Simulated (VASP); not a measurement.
# MgH2 (P4_2/mnm) in VASP: a series of runs, part 2 of 2

VASP 6.6.1.

### Step 4. Relaxation of cell and atoms, PBE

File INCAR:

```
SYSTEM = MgH2
PREC = Accurate
ENCUT = 600
EDIFF = 1E-6
ISMEAR = 0
SIGMA = 0.02
LREAL = .FALSE.
LASPH = .TRUE.
NELM = 80
ALGO = Normal
ISIF = 3
LWAVE = .FALSE.
LCHARG = .FALSE.
GGA = PE
IBRION = 2
NSW = 100
EDIFFG = -0.005
```

File KPOINTS:

```
Automatic mesh
0
G
  6 6 8
  0 0 0
```

File POSCAR:

```
MgH2
1.0
    4.5168000000      0.0000000000      0.0000000000
    0.0000000000      4.5168000000      0.0000000000
    0.0000000000      0.0000000000      3.0205000000
Mg H
2 4
Direct
    0.0000000000      0.0000000000      0.0000000000
    0.5000000000      0.5000000000      0.5000000000
    0.3060000000      0.3060000000      0.0000000000
    0.1940000000      0.8060000000      0.5000000000
    0.6940000000      0.6940000000      0.0000000000
    0.8060000000      0.1940000000      0.5000000000
```

Potentials or basis: VASP PAW PBE potentials, release 64 (Mg, H).

Started as:

```sh
> cat potpaw_PBE.64/Mg/POTCAR potpaw_PBE.64/H/POTCAR > POTCAR
> mpirun -np 1 vasp_std > vasp.out
```

OUTCAR:

```text
SYSTEM = MgH2
   PREC = Accurate
   ENCUT = 600
   EDIFF = 1E-6
   ISMEAR = 0
   LREAL = .FALSE.
   LASPH = .TRUE.
   NELM = 80
   ISIF = 3
   GGA = PE
   IBRION = 2
   NSW = 100
   EDIFFG = -0.005

 ion  position               nearest neighbor table
   1  0.000  0.000  0.000-   4 1.95   6 1.95   4 1.95   6 1.95   5 1.95   3 1.95   2 3.53   2 3.53
                             2 3.53   2 3.53   2 3.53   2 3.53   2 3.53   2 3.53
   2  0.500  0.500  0.500-   3 1.95   5 1.95   3 1.95   5 1.95   4 1.95   6 1.95   1 3.53   1 3.53
                             1 3.53   1 3.53   1 3.53   1 3.53   1 3.53   1 3.53
   3  0.306  0.306  0.000-   2 1.95   2 1.95   1 1.95
   4  0.194  0.806  0.500-   1 1.95   1 1.95   2 1.95
   5  0.694  0.694  0.000-   2 1.95   2 1.95   1 1.95
   6  0.806  0.194  0.500-   1 1.95   1 1.95   2 1.95

  LATTYP: Found a simple tetragonal cell.
 ALAT       =     4.5168000000
 C/A-ratio  =     0.6687256465
[... 321 lines left out ...]

 E-fermi :  -0.4588     XC(G=0):  -8.4113

 val. band max:       -0.5935915953   @ k =   0.1667   0.1667   0.1250
 cond. band min:       3.2162810941   @ k =   0.3333   0.3333   0.5000
 fundamental gap:      3.8098726894
 Fermi energy:        -0.4587889079

 k-point     1 :       0.0000    0.0000    0.0000
  band No.  band energies     occupation
      1      -7.0329      2.00000
      2      -2.0453      2.00000
      3      -2.0453      2.00000
      4      -1.0327      2.00000
      5       4.1466      0.00000
      6       4.4435      0.00000
      7       8.5753      0.00000
      8       8.5753      0.00000
[... 243 lines left out ...]
 k-point    24 :       0.5000    0.0000    0.2500
  band No.  band energies     occupation
      1      -4.5662      2.00000
      2      -4.5662      2.00000
      3      -0.9010      2.00000
      4      -0.9010      2.00000
      5       5.2563      0.00000
      6       5.2563      0.00000
      7       6.7269      0.00000
      8       6.7269      0.00000

 [... further k-points ...]
[... 5 lines left out ...]
  --------------------------------------------------------------------------------------
  -------------------------------------------------------------------------------------
  Total        0.0240316      0.0240316      0.0177496     -0.0000000      0.0000000      0.0000000
  in kB        0.6294545      0.6294545      0.4649106     -0.0000000      0.0000000      0.0000000
  external PRESSURE =       0.5746065 kB  Pullay stress =       0.0000000 kB
[... 21 lines left out ...]
  FREE ENERGIE OF THE ION-ELECTRON SYSTEM (eV)
  ---------------------------------------------------
  free  energy   TOTEN  =       -17.6550207319 eV

  energy  without entropy=      -17.6550207319  energy(sigma->0) =      -17.65502073

 reached required accuracy - stopping structural energy minimisation
```

It took 37 s on 1 thread of Intel Xeon Platinum 8488C (Sapphire Rapids), shared host; peak memory 0.19 GiB.

What came out:

```
Free energy                            : -17.6550 eV
Relaxed volume                         : 10.19 Å³/atom
Relaxed cell                           : a = 4.509 Å, b = 4.509 Å, c = 3.009 Å, α = 90.00°, β = 90.00°, γ = 90.00°
Space group after relaxing (to 0.05 Å) : P4_2/mnm (No. 136)
Energy gained by relaxing              : 0.3 meV/atom
Ionic steps                            : 4
Pressure after relaxing                : 0.1 GPa
Largest force after relaxing           : 0.004 eV/Å
Band gap on the k mesh                 : 3.81 eV, indirect (least direct gap 4.56 eV)
```

Forces in eV/Å, atoms in the order of the input:
```
Mg   0.000  0.000  0.000
Mg   0.000  0.000  0.000
H   -0.003 -0.003  0.000
H    0.003 -0.003  0.000
H    0.003  0.003  0.000
H   -0.003  0.003  0.000
```

Step by step:
| step | energy change (eV) | largest force (eV/Å) | pressure (GPa) | volume (Å³) |
| --- | --- | --- | --- | --- |
| 1 | 0.0000 | 0.0586 | -0.31 | 61.62 |
| 2 | -0.0009 | 0.0433 | -0.17 | 61.44 |
| 3 | -0.0016 | 0.0123 | 0.13 | 61.09 |
| 4 | -0.0017 | 0.0045 | 0.06 | 61.17 |

Final structure:
```yaml
crystal:
  lattice:
    - [4.50885, 0.00000, 0.00000]
    - [0.00000, 4.50885, 0.00000]
    - [0.00000, 0.00000, 3.00882]
  atoms:
    - { symbol: Mg, position: [0.00000, 0.00000, 0.00000] }
    - { symbol: Mg, position: [0.50000, 0.50000, 0.50000] }
    - { symbol: H, position: [0.30449, 0.30449, 0.00000] }
    - { symbol: H, position: [0.19551, 0.80449, 0.50000] }
    - { symbol: H, position: [0.69551, 0.69551, 0.00000] }
    - { symbol: H, position: [0.80449, 0.19551, 0.50000] }
```

Levels at points of the mesh, in eV from the valence-band top:
| k point | band 2 | band 3 | band 4 | band 5 | band 6 | band 7 |
| --- | --- | --- | --- | --- | --- | --- |
| (0.00, 0.00, 0.00) | -1.45 | -1.45 | -0.44 | 4.74 | 5.04 | 9.17 |
| (0.50, 0.00, 0.00) | -4.82 | -0.51 | -0.51 | 5.34 | 5.34 | 10.09 |
| (0.50, 0.50, 0.00) | -3.76 | -2.73 | -2.73 | 9.06 | 9.06 | 9.20 |
| (0.00, 0.00, 0.50) | -3.01 | -0.08 | -0.08 | 6.33 | 6.33 | 6.82 |
| (0.50, 0.00, 0.50) | -2.27 | -1.07 | -1.07 | 5.18 | 5.18 | 6.83 |
| (0.50, 0.50, 0.50) | -1.88 | -0.94 | -0.94 | 3.87 | 3.87 | 4.19 |

### Step 5. Summary

```tsv
task	cell	k mesh	cutoff (eV)	smearing	gap on the mesh (eV)	pressure (GPa)
single point	a = 4.517, b = 4.517, c = 3.021 Å, 6 atoms	4 × 4 × 6	520	gaussian 0.1 eV	3.90	-0.4
single point	a = 4.518, b = 4.518, c = 3.012 Å, 6 atoms	6 × 6 × 8	520	gaussian 0.02 eV	3.80	-0.3
relaxation of cell and atoms	relaxed from a = 4.517, b = 4.517, c = 3.021 Å, 6 atoms	6 × 6 × 8	600	gaussian 0.02 eV	3.81	0.1
```

Alike in all rows: level PBE; potentials or basis VASP PAW PBE potentials, release 64 (Mg, H); no spin polarisation.

Total energies depend on the potentials used, so only differences within one code and one set of settings carry meaning.
